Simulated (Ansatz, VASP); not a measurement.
# Two plane-wave programs on BaS

```
Ba S
1.0
     0.00000    3.13575    3.13575
     3.13575    0.00000    3.13575
     3.13575    3.13575    0.00000
Ba S
1 1
Direct
  0.00000 0.00000 0.00000
  0.50000 0.50000 0.50000
```

Alike in both runs: task relaxation of cell and atoms; functional LDA; k mesh 8 × 8 × 8; no spin polarisation.

|  | VASP | Ansatz |
| --- | --- | --- |
| version | VASP 6.6.1 | Ansatz 0.2.0 |
| potentials or method | VASP PAW LDA potentials, release 64 (Ba_sv, S), cutoff 600 eV | scalar-relativistic, plane waves, PAW |
| occupations | gaussian, width 0.01 eV | fixed |
| valence electrons in the cell | 16 | 16 |

```tsv
	VASP	Ansatz	Ansatz less VASP
gap on the k mesh at the Fermi level, each at its own relaxed structure (eV)	1.83	1.91	+0.086
relaxed volume (Å³/atom)	31.30	30.83	-0.471
relaxed cell length with the largest relative difference (Å)	4.457	4.435	-0.0224
```

LDA's correlation is that of Perdew and Zunger in VASP and of Perdew and Wang (1992) in Ansatz.

Neither program's run includes spin-orbit coupling.
